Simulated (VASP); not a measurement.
Runs of VASP 6.6.1 on MgO. The structure is cubic, space group Pm-3m (No. 221). Conventional cell: a = 2.623 Å, b = 2.623 Å, c = 2.623 Å, α = 90.00°, β = 90.00°, γ = 90.00°. Within 3.0 Å of Mg (site symmetry m-3m) lie 8 O at 2.27 Å and 6 Mg at 2.62 Å. O (site symmetry m-3m) has 8 Mg at 2.27 Å and 6 O at 2.62 Å within 3.0 Å. 

| level | k mesh | gap on the mesh (eV) | pressure (GPa) |
| --- | --- | --- | --- |
| HSE06 | 6 × 6 × 6 | 4.14 | -1.2 |
| PBE | 10 × 10 × 10 | 2.62 | 5.5 |
| r2SCAN | 6 × 6 × 6 | (a) | -1.2 |
| PBE | 6 × 6 × 6 | 2.62 | 5.5 |
| PBE0 | 6 × 6 × 6 | 4.90 | -1.1 |

Alike in all rows: no spin polarisation; cell a = 2.623 Å, 2 atoms; smearing gaussian 0.01 eV.

Task: Fill in the values left out.

Result: (a) 3.45.

Caveats: the structure was generated, so it needn't be the stable form of MgO; the PAW data sets were made with another functional, which shifts forces and pressure a little (at least some runs); the cell stands under pressure (at least some runs).

A k mesh can miss the band edges.
